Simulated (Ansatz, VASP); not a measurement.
**GaAs in VASP and in Ansatz**

The input INCAR:

```
SYSTEM = GaAs
PREC = Accurate ; ENCUT = 520
EDIFF = 1E-6 ; ISMEAR = 0
SIGMA = 0.05 ; LREAL = Auto
LASPH = .True. ; NELM = 60
ALGO = Normal ; ISIF = 2
LWAVE = .False. ; LCHARG = .True.
LDIPOL = .True. ; IDIPOL = 3
DIPOL = 0.5 0.5 0.406 ; GGA = PE
LELF = .True. ; LVHAR = .True.
LVACPOTAV = .True. ; NBANDS = 86
```

File KPOINTS:

```
regular mesh
0
Gamma
  2 2 1
  0 0 0
```

Contents of POSCAR:

```
GaAs
1.0
    8.1252007246      0.0000000000      0.0000000000
   -4.0626003623      7.0366302384      0.0000000000
    0.0000000000      0.0000000000     24.9622741319
As Ga
8 8
Direct
    0.5000000000      0.0000000000      0.3204836209
    0.5000000000      0.5000000000      0.3204836209
    0.0000000000      0.0000000000      0.3204836209
    0.0000000000      0.5000000000      0.3204836209
    0.6665829609      0.8337895582      0.4645131799
    0.6652200321      0.3330639551      0.4639684266
    0.1666240505      0.8340610525      0.4638145416
    0.1667804957      0.3333360010      0.4637000907
    0.1666666667      0.8333333333      0.3537047458
    0.1666666667      0.3333333333      0.3537047458
    0.6666666667      0.8333333333      0.3537047458
    0.6666666667      0.3333333333      0.3537047458
    0.3322519654      0.6664506195      0.4835668335
    0.3325346041      0.1666351166      0.4868907498
    0.8333815258      0.6662885971      0.4835960878
    0.8335925340      0.1681869728      0.4835110928
```

Input for Ansatz:

```yaml
crystal:
  lattice:
    - [8.1252007246, 0.0, 0.0]
    - [-4.0626003623, 7.0366302384, 0.0]
    - [0.0, 0.0, 24.9622741319]
  atoms:
    - { symbol: As, position: [0.5, 0.0, 0.3204836209] }
    - { symbol: As, position: [0.5, 0.5, 0.3204836209] }
    - { symbol: As, position: [0.0, 0.0, 0.3204836209] }
    - { symbol: As, position: [0.0, 0.5, 0.3204836209] }
    - { symbol: Ga, position: [0.1666666667, 0.8333333333, 0.3537047458] }
    - { symbol: Ga, position: [0.1666666667, 0.3333333333, 0.3537047458] }
    - { symbol: Ga, position: [0.6666666667, 0.8333333333, 0.3537047458] }
    - { symbol: Ga, position: [0.6666666667, 0.3333333333, 0.3537047458] }
    - { symbol: As, position: [0.6665829609, 0.8337895582, 0.4645131799] }
    - { symbol: As, position: [0.6652200321, 0.3330639551, 0.4639684266] }
    - { symbol: As, position: [0.1666240505, 0.8340610525, 0.4638145416] }
    - { symbol: As, position: [0.1667804957, 0.333336001, 0.4637000907] }
    - { symbol: Ga, position: [0.3322519654, 0.6664506195, 0.4835668335] }
    - { symbol: Ga, position: [0.3325346041, 0.1666351166, 0.4868907498] }
    - { symbol: Ga, position: [0.8333815258, 0.6662885971, 0.4835960878] }
    - { symbol: Ga, position: [0.833592534, 0.1681869728, 0.4835110928] }
basis:
  ecutwfc: 420
kpoints:
  mp_grid: { grid: [2, 2, 1] }
hamiltonian:
  xc: pbe
scf:
  occupations: { method: gaussian, width: 0.05 }
output:
  forces: true
  eigenvalues: true
  write_density: true
  volumetric_format: npy
efield:
  axis: 3
  dipole_correction: true
  ramp_width: 0.04
```

Alike in both runs: task single point; functional PBE; k mesh 2 × 2 × 1; occupations gaussian, width 0.05 eV; no spin polarisation.

|  | VASP | Ansatz |
| --- | --- | --- |
| version | VASP 6.6.1 | Ansatz 0.2.0 |
| potentials or method | VASP PAW PBE potentials, release 64 (As, Ga_d), cutoff 520 eV | scalar-relativistic, plane waves, PAW |
| valence electrons in the cell | 144 | 224 |

```tsv
	VASP	Ansatz	Ansatz less VASP
gap on the k mesh at the Fermi level (eV)	none	none	-
rms of the force components (eV/Å)	0.070	0.076	+0.0058
work function, face that differs most (eV)	3.47	3.47	-0.006
```

A gap of «none» marks a metal or a gap that the smearing closes. VASP's potentials hold 144 valence electrons a cell and Ansatz's 224, so a difference there can come from the potentials and not from the codes.

The k mesh is coarse, so the values compare programs but aren't converged.
